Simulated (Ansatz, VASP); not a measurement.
# ZnO in VASP and in Ansatz

INCAR

```
ALGO = Normal ; EDIFF = 1E-7
EDIFFG = -0.03 ; ENCUT = 520
GGA = PE ; GGA_COMPAT = F
IBRION = 2 ; ISIF = 2
ISMEAR = -1 ; LASPH = T
LCHARG = F ; LREAL = F
LWAVE = F ; NELM = 120
NELMIN = 4 ; NSW = 100
PREC = Accurate ; SIGMA = 0.01
```

The input KPOINTS:

```
k-points
0
Gamma
  3 3 2
```

File POSCAR:

```
ZnO
1.0
    3.2799149933      0.0000000000      0.0000000000
   -1.6399574967      2.8404897067      0.0000000000
    0.0000000000      0.0000000000      5.2940484800
Zn O
2 2
Direct
    0.6666666700      0.3333333300      0.5006132100
    0.3333333300      0.6666666700      0.0006132100
    0.6666666700      0.3333333300      0.8796967900
    0.3333333300      0.6666666700      0.3796967900
```

Input for Ansatz:

```yaml
crystal:
  lattice:
    - [3.279914993333, 0.0, 0.0]
    - [-1.639957496667, 2.840489706667, 0.0]
    - [0.0, 0.0, 5.29404848]
  atoms:
    - { symbol: Zn, position: [0.66666667, 0.33333333, 0.50061321] }
    - { symbol: Zn, position: [0.33333333, 0.66666667, 0.00061321] }
    - { symbol: O, position: [0.66666667, 0.33333333, 0.87969679] }
    - { symbol: O, position: [0.33333333, 0.66666667, 0.37969679] }
basis:
  ecutwfc: 420.0
  ecutrho_ratio: 4
  xc_grid: 2
  fft_grid_basis: typed
  precision: f64
kpoints:
  mp_grid: { grid: [3, 3, 2] }
hamiltonian:
  pseudopotentials: { kind: paw, azcp: { folder: soft_1 } }
scf:
  max_iter: 60
  self_checks: high
  occupations: { method: fermi_dirac, width: 0.01 }
relax:
  f_tol: 0.03
  max_steps: 80
output:
  forces: true
checkpoint:
  write: "../host.relax.run"
  compress: false
  write_wavefunctions: true
  write_every: 100000
```

Alike in both runs: task relaxation of the atoms; functional PBE; k mesh 3 × 3 × 2; occupations fermi-dirac, width 0.01 eV; no spin polarisation.

|  | VASP | Ansatz |
| --- | --- | --- |
| version | VASP 6.6.1 | Ansatz 0.2.0 |
| potentials or method | VASP PAW PBE potentials, release 64 (Zn, O), cutoff 520 eV | plane-wave PAW DFT |
| valence electrons in the cell | 36 | 36 |

Ansatz gave:

- gap on the k mesh at the Fermi level, each at its own relaxed structure (eV): 0.71

Problem. What did VASP give for the same quantities?

Solution. gap on the k mesh at the Fermi level, each at its own relaxed structure (eV): 0.70.

The k mesh is coarse, so the values compare programs but aren't converged. Noted on VASP's run: the relaxation stopped at its first step, so nothing moved.
